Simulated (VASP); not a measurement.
# Os (Fm-3m) in VASP: further runs

Runs on Os. Level: SVWN5. Tasks: single point.

Program: VASP 6.6.1. These are calculated values, not measurements. Logs are shortened: lines on timing, memory, paths and dates and some standing lists are left out, and cuts for length are marked.

### Step 1. The cell of the first run

Symmetry: Fm-3m, No. 225, cubic system. The conventional cell has a = 3.837 Å, b = 3.837 Å, c = 3.837 Å, α = 90.00°, β = 90.00°, γ = 90.00°. Os (site symmetry m-3m) has 12 Os at 2.71 Å within 3.6 Å.

This isn't the form of Os at room conditions, which is hcp.

### Step 2. Single point, SVWN5, collinear spin (14.13 Å³/atom)

Contents of INCAR:

```
PREC = Accurate ; ENCUT = 520
EDIFF = 1E-7 ; ISMEAR = 1
SIGMA = 0.05 ; LREAL = F
LASPH = T ; NELM = 150
ALGO = Normal ; ISIF = 2
LWAVE = F ; LCHARG = F
ISPIN = 2 ; MAGMOM = 1
LORBIT = 11 ; LMAXMIX = 4
GGA = VW ; NBANDS = 14
```

Contents of KPOINTS:

```
regular mesh
0
Gamma
  12 12 12
```

Contents of POSCAR:

```
Os
1.0
    0.0000000000      1.9187129938      1.9187129938
    1.9187129938      0.0000000000      1.9187129938
    1.9187129938      1.9187129938      0.0000000000
Os
1
Direct
    0.0000000000      0.0000000000      0.0000000000
```

Potentials or basis: VASP PAW PBE potentials, release 64 (Os).

On the command line:

```console
$ cat potpaw_PBE.64/Os/POTCAR > POTCAR
$ mpirun -np 1 vasp_std > vasp.out
```

OUTCAR:

```text
PREC = Accurate
   ENCUT = 520
   EDIFF = 1E-7
   ISMEAR = 1
   LREAL = F
   LASPH = T
   NELM = 150
   ISIF = 2
   ISPIN = 2
   LORBIT = 11
   GGA = VW

 ion  position               nearest neighbor table
   1  0.000  0.000  0.000-

  LATTYP: Found a face centered cubic cell.
 ALAT       =     3.8374259876

  Lattice vectors:

 A1 = (   0.0000000000,   1.9187129938,   1.9187129938)
 A2 = (   1.9187129938,   0.0000000000,   1.9187129938)
 A3 = (   1.9187129938,   1.9187129938,   0.0000000000)

Analysis of symmetry for initial positions (statically):
=====================================================================
 Subroutine PRICEL returns:
 Original cell was already a primitive cell.

 Routine SETGRP: Setting up the symmetry group for a
 face centered cubic supercell.

 Subroutine GETGRP returns: Found 48 space group operations
 (whereof 48 operations were pure point group operations)
 out of a pool of 48 trial point group operations.

The static configuration has the point symmetry O_h .

Analysis of symmetry for dynamics (positions and initial velocities):
=====================================================================
 Subroutine PRICEL returns:
 Original cell was already a primitive cell.

 Routine SETGRP: Setting up the symmetry group for a
 face centered cubic supercell.

 Subroutine GETGRP returns: Found 48 space group operations
 (whereof 48 operations were pure point group operations)
 out of a pool of 48 trial point group operations.

The dynamic configuration has the point symmetry O_h .

Analysis of structural, dynamic, and magnetic symmetry:
=====================================================================
 Subroutine PRICEL returns:
 Original cell was already a primitive cell.

 Routine SETGRP: Setting up the symmetry group for a
 face centered cubic supercell.

 Subroutine GETGRP returns: Found 48 space group operations
 (whereof 48 operations were pure point group operations)
 out of a pool of 48 trial point group operations.

The overall configuration has the point symmetry O_h .

 Subroutine INISYM returns: Found 48 space group operations
 (whereof 48 operations are pure point group operations),
 and found     1 'primitive' translations

----------------------------------------------------------------------------------------

                                     Primitive cell

  volume of cell :      14.1273

  direct lattice vectors                    reciprocal lattice vectors
     0.000000000  1.918712994  1.918712994    -0.260591345  0.260591345  0.260591345
     1.918712994  0.000000000  1.918712994     0.260591345 -0.260591345  0.260591345
     1.918712994  1.918712994  0.000000000     0.260591345  0.260591345 -0.260591345

  length of vectors
     2.713469938  2.713469938  2.713469938     0.451357450  0.451357450  0.451357450

  position of ions in fractional coordinates (direct lattice)
     0.000000000  0.000000000  0.000000000

  ion indices of the primitive-cell ions
   primitive index   ion index
                 1           1

----------------------------------------------------------------------------------------

 KPOINTS: regular mesh

Automatic generation of k-mesh.
 Grid dimensions read from file:
 generate k-points for:   12   12   12

 Generating k-lattice:

  Cartesian coordinates                     Fractional coordinates (reciprocal lattice)
    -0.021715945  0.021715945  0.021715945     0.083333333  0.000000000  0.000000000
     0.021715945 -0.021715945  0.021715945     0.000000000  0.083333333  0.000000000
     0.021715945  0.021715945 -0.021715945     0.000000000  0.000000000  0.083333333

  Length of vectors
     0.037613121  0.037613121  0.037613121

  Shift w.r.t. Gamma in fractional coordinates (k-lattice)
     0.000000000  0.000000000  0.000000000

 Subroutine IBZKPT returns following result:
 ===========================================

 Found     72 irreducible k-points:

 Following reciprocal coordinates:
            Coordinates               Weight
  0.000000  0.000000  0.000000      1.000000
  0.083333  0.000000  0.000000      8.000000
  0.166667  0.000000  0.000000      8.000000
  0.250000  0.000000  0.000000      8.000000
  0.333333  0.000000  0.000000      8.000000
  0.416667  0.000000  0.000000      8.000000
[... 16 lines left out ...]
  0.500000  0.166667  0.000000     24.000000
 -0.416667  0.166667  0.000000     24.000000
 [... further k-points ...]
   k-points           NKPTS =     72   k-points in BZ     NKDIM =     72   number of bands    NBANDS=     14
   number of dos      NEDOS =    301   number of ions     NIONS =      1
   total plane-waves  NPLWV =   8000
   dimension x,y,z NGX =    20 NGY =   20 NGZ =   20
   dimension x,y,z NGXF=    40 NGYF=   40 NGZF=   40
   ions per type =               1
   NGX,Y,Z   is equivalent  to a cutoff of  12.25, 12.25, 12.25 a.u.
   NGXF,Y,Z  is equivalent  to a cutoff of  24.51, 24.51, 24.51 a.u.
 SYSTEM =  unknown system
   PREC   = accura    normal or accurate (medium, high low for compatibility)
   ISTART =      0    job   : 0-new  1-cont  2-samecut
   ICHARG =      2    charge: 1-file 2-atom 10-const
   ISPIN  =      2    spin polarized calculation?
   LNONCOLLINEAR =      F non collinear calculations
   LSORBIT =      F    spin-orbit coupling
   LASPH  =      T    aspherical Exc in radial PAW
   ENCUT  =  520.0 eV  38.22 Ry    6.18 a.u.   5.05  5.05  5.05*2*pi/ulx,y,z
   NELM   =    150;   NELMIN=  2; NELMDL= -5     # of ELM steps
   EDIFF  = 0.1E-06   stopping-criterion for ELM
   LREAL  =      F    real-space projection
   EDIFFG = 0.1E-05   stopping-criterion for IOM
   NSW    =      0    number of steps for IOM
   IBRION =     -1    ionic relax: 0-MD 1-quasi-New 2-CG
   NFREE  =      0    steps in history (QN), initial steepest desc. (CG)
   ISIF   =      2    stress and relaxation
   ISYM   =      2    0-nonsym 1-usesym 2-fastsym
   POTIM  = 0.5000    time-step for ionic-motion
   TEBEG  =    0.0;   TEEND  =   0.0 temperature during run
   PSTRESS=    0.0 pullay stress
   NELECT =       8.0000    total number of electrons
   NUPDOWN=      -1.0000    fix difference up-down
   EMIN   =  10.00;   EMAX   =-10.00  energy-range for DOS
   EFERMI =   0.00;   METHOD = LEGACY
   ISMEAR =     1;   SIGMA  =   0.05  broadening in eV -4-tet -1-fermi 0-gaus
   EFERMI_NEDOS =   21; number of points for ismear=-14 and -15
   IALGO  =     38    algorithm
   IMIX   =      4    mixing-type and parameters
     AMIX     =   0.40;   BMIX     =  1.00
     AMIX_MAG =   1.60;   BMIX_MAG =  1.00
  volume/ion in A,a.u.               =      14.13        95.34
  Fermi-wavevector in a.u.,A,eV,Ry     =   1.354414  2.559472 24.959040  1.834438
  Thomas-Fermi vector in A             =   2.481588
   LORBIT       =     11    0 simple, 1 ext, 2 COOP (PROOUT), +10 PAW based schemes
   GGA     = VW    functional components
   LHFCALC =     F    Hartree Fock is set to
   AEXX    =    0.0000 exact exchange contribution
   IVDW    =     0    specifies the selected vdW correction
   LEPSILON=     F    determine dielectric tensor
   LRPA    =     F    only Hartree local field effects (RPA)
 spin polarized calculation
 Methfessel and Paxton  Order N= 1 SIGMA  =   0.05
  energy-cutoff  :      520.00
  volume of cell :       14.13
 maximum number of plane-waves:       392
   NGX =  9   NGY =  9   NGZ =  9

 number of electron       8.0000000 magnetization      -0.2433953

 number of electron       8.0000000 magnetization       0.0237281

 Free energy of the ion-electron system (eV)
  ---------------------------------------------------
  ext. energy  EPLUGINS =         0.00000000
  ---------------------------------------------------
  free energy    TOTEN  =        82.98659723 eV

  energy without entropy =       82.98672320  energy(sigma->0) =       82.98663922

 E-fermi :   8.9636     XC(G=0): -14.1248

 val. band max:        8.9589189222   @ k =  -0.3333   0.4167   0.0833
 cond. band min:       8.9646613609   @ k =   0.0000   0.0000   0.0000
 fundamental gap:      0.0057424387
 Fermi energy:         8.9635679532

 spin component 1

 k-point     1 :       0.0000    0.0000    0.0000
  band No.  band energies     occupation
      1      -1.9076      1.00000
      2       5.8597      1.00000
      3       5.8597      1.00000
      4       5.8597      1.00000
      5       8.8831      1.02260
      6       8.8831      1.02260
      7      23.2788      0.00000
      8      28.9868      0.00000
      9      28.9868      0.00000
     10      28.9868      0.00000
     11      33.6083      0.00000
     12      46.1173      0.00000
     13      46.1173      0.00000
     14      46.1173      0.00000
[... 375 lines left out ...]
 k-point    24 :      -0.4167    0.1667    0.0000
  band No.  band energies     occupation
      1       2.2265      1.00000
      2       4.8139      1.00000
      3       6.6194      1.00000
      4       6.6804      1.00000
      5      10.7384      0.00000
      6      13.9305      0.00000
      7      17.4940      0.00000
      8      24.7675      0.00000
      9      27.2462      0.00000
     10      29.2989      0.00000
     11      37.7489      0.00000
     12      39.8229      0.00000
     13      43.1214      0.00000
     14      45.9069      0.00000

 [... further k-points ...]

 spin component 2

 k-point     1 :       0.0000    0.0000    0.0000
  band No.  band energies     occupation
      1      -1.8761      1.00000
      2       5.9215      1.00000
      3       5.9215      1.00000
      4       5.9215      1.00000
      5       8.9647      0.48150
      6       8.9647      0.48150
      7      23.2787      0.00000
      8      29.0009      0.00000
      9      29.0009      0.00000
     10      29.0009      0.00000
     11      33.6107      0.00000
     12      46.1609      0.00000
     13      46.1609      0.00000
     14      46.1609      0.00000
[... 375 lines left out ...]
 k-point    24 :      -0.4167    0.1667    0.0000
  band No.  band energies     occupation
      1       2.2700      1.00000
      2       4.8701      1.00000
      3       6.6859      1.00000
      4       6.7345      1.00000
      5      10.8223      0.00000
      6      14.0059      0.00000
      7      17.5669      0.00000
      8      24.7900      0.00000
      9      27.2916      0.00000
     10      29.3437      0.00000
     11      37.7727      0.00000
     12      39.8555      0.00000
     13      43.1511      0.00000
     14      45.9383      0.00000

 [... further k-points ...]

------------------------ aborting loop because EDIFF is reached ----------------------------------------

  FORCE on cell =-STRESS in cart. coord.  units (eV):
  Direction    XX          YY          ZZ          XY          YZ          ZX
  --------------------------------------------------------------------------------------
  -------------------------------------------------------------------------------------
  Total       -0.9394465     -0.9394465     -0.9394465      0.0000000      0.0000000     -0.0000000
  in kB     -106.5424249   -106.5424249   -106.5424249      0.0000000      0.0000000     -0.0000000
  external PRESSURE =    -106.5424249 kB  Pullay stress =       0.0000000 kB

 VOLUME and BASIS-vectors are now :
 -----------------------------------------------------------------------------
  energy-cutoff  :      520.00
  volume of cell :       14.13
      direct lattice vectors                 reciprocal lattice vectors
     0.000000000  1.918712994  1.918712994    -0.260591345  0.260591345  0.260591345
     1.918712994  0.000000000  1.918712994     0.260591345 -0.260591345  0.260591345
     1.918712994  1.918712994  0.000000000     0.260591345  0.260591345 -0.260591345

 POSITION                                       TOTAL-FORCE (eV/Angst)
 -----------------------------------------------------------------------------------
      0.00000      0.00000      0.00000         0.000000      0.000000      0.000000
 -----------------------------------------------------------------------------------
    total drift:                                0.000000      0.000000     -0.000000

  FREE ENERGIE OF THE ION-ELECTRON SYSTEM (eV)
  ---------------------------------------------------
  free  energy   TOTEN  =        82.9865972253 eV

  energy  without entropy=       82.9867231962  energy(sigma->0) =       82.98663922

 total charge

# of ion       s       p       d       tot
------------------------------------------
    1        0.655   0.749   6.049   7.453

 magnetization (x)

# of ion       s       p       d       tot
------------------------------------------
    1       -0.001   0.000   0.019   0.019
```

Run time: 61 s. Hardware: 1 thread of Intel Xeon 8259CL, shared host; peak memory 0.14 GiB.

Results:

| Item | Value |
| --- | --- |
| Free energy | 82.9866 eV |
| Pressure | -10.7 GPa |
| Band gap on the k mesh | zero (filled and empty bands overlap) |
| Net moment | 0.02 μB per cell |
| Valence electrons inside the program's atomic spheres | Os 7.45 |

Levels at points of the mesh, in eV from the Fermi level:
Spin up:
```csv
k point,band 2,band 3,band 4,band 5,band 6,band 7
"(0.00, 0.00, 0.00)",-3.10,-3.10,-3.10,-0.08,-0.08,14.32
"(0.50, 0.00, 0.00)",-3.25,-3.25,-0.28,2.30,2.30,8.71
"(0.50, 0.50, 0.00)",-6.93,2.26,2.27,2.98,2.98,11.94
```
Spin down:
```
           k point  band 2  band 3  band 4  band 5  band 6  band 7
(0.00, 0.00, 0.00)   -3.04   -3.04   -3.04    0.00    0.00   14.32
(0.50, 0.00, 0.00)   -3.19   -3.19   -0.24    2.39    2.39    8.79
(0.50, 0.50, 0.00)   -6.88    2.31    2.36    3.07    3.07   12.02
```

Caveat: the cell stands under tension; the PAW data sets were made with another functional, which shifts forces and pressure a little; spin-orbit coupling is left out, which moves the levels of the heavy elements.

### Step 3. Single point, SVWN5, collinear spin (14.42 Å³/atom)

This run uses another cell than the first one, of 14.42 Å³/atom.

Contents of INCAR:

```
PREC = Accurate
ENCUT = 520
EDIFF = 1E-7
ISMEAR = 1
SIGMA = 0.05
LREAL = False
LASPH = True
NELM = 150
ALGO = Fast
ISIF = 2
LWAVE = False
LCHARG = False
ISPIN = 2
MAGMOM = 1
LORBIT = 11
LMAXMIX = 4
GGA = VW
NBANDS = 14
```

KPOINTS is that of step 2.

Contents of POSCAR:

```
Os
1.0
    0.0000000000      1.9319459154      1.9319459154
    1.9319459154      0.0000000000      1.9319459154
    1.9319459154      1.9319459154      0.0000000000
Os
1
Direct
    0.0000000000      0.0000000000      0.0000000000
```

Potentials or basis: VASP PAW PBE potentials, release 64 (Os).

On the command line:

```console
$ cat potpaw_PBE.64/Os/POTCAR > POTCAR
$ mpirun -np 1 vasp_std > vasp.out
```

Run time: 57 s. Hardware: 1 thread of Intel Xeon 8259CL, shared host; peak memory 0.14 GiB.

It converged, with:

```
Free energy                                           : 83.0125 eV
Pressure                                              : -18.5 GPa
Band gap on the k mesh                                : zero (filled and empty bands overlap)
Net moment                                            : 0.03 μB per cell
Site moments                                          : Os +0.02 μB
Valence electrons inside the program's atomic spheres : Os 7.38
```

Levels at points of the mesh, in eV from the Fermi level:
Spin up:
```
           k point  band 2  band 3  band 4  band 5  band 6  band 7
(0.00, 0.00, 0.00)   -3.01   -3.01   -3.01   -0.09   -0.09   14.33
(0.50, 0.00, 0.00)   -3.15   -3.15   -0.27    2.22    2.22    8.45
(0.50, 0.50, 0.00)   -6.72    2.18    2.22    2.87    2.87   11.59
```
Spin down:
| k point | band 1 | band 2 | band 3 | band 4 | band 5 | band 6 | band 7 | band 8 |
| --- | --- | --- | --- | --- | --- | --- | --- | --- |
| (0.00, 0.00, 0.00) | -10.65 | -2.95 | -2.95 | -2.95 | 0.00 | 0.00 | 14.33 | 19.93 |
| (0.50, 0.00, 0.00) | -7.52 | -3.09 | -3.09 | -0.23 | 2.31 | 2.31 | 8.53 | 13.84 |
| (0.50, 0.50, 0.00) | -7.36 | -6.68 | 2.27 | 2.28 | 2.96 | 2.96 | 11.67 | 12.05 |

Caveat: the cell stands under tension; the PAW data sets were made with another functional, which shifts forces and pressure a little; spin-orbit coupling is left out, which moves the levels of the heavy elements.

[end of part 1 of 2]
